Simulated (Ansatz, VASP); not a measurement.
One calculation of Be, two programs

```
Be
1.0
     0.00000    2.90319    2.90319
     2.90319    0.00000    2.90319
     2.90319    2.90319    0.00000
Be
6
Cartesian
  2.9032 2.9032 2.9032
  4.3548 4.3548 4.3548
  0.7258 0.7258 0.7258
  2.1774 2.1774 0.7258
  2.1774 0.7258 2.1774
  0.7258 2.1774 2.1774
```

Alike in both runs: functional PBE; k mesh 12 × 12 × 12; occupations gaussian, width 0.1 eV; no spin polarisation.

Ansatz relaxed the structure, and its values are those at the end. VASP's run is a single point on that final structure, the one shown.

|  | VASP | Ansatz |
| --- | --- | --- |
| version | VASP 6.6.1 | Ansatz 0.2.0 |
| potentials or method | VASP PAW PBE potentials, release 64 (Be), cutoff 520 eV | scalar-relativistic, plane waves, PAW |
| valence electrons in the cell | 12 | 12 |

```csv
,VASP,Ansatz,Ansatz less VASP
gap on the k mesh at the Fermi level (eV),none,none,-
pressure (GPa),0.2,0.0,-0.13
```

A gap of «none» marks a metal or a gap that the smearing closes. With one functional, cell and mesh, what is left measures potentials, basis and numerics.
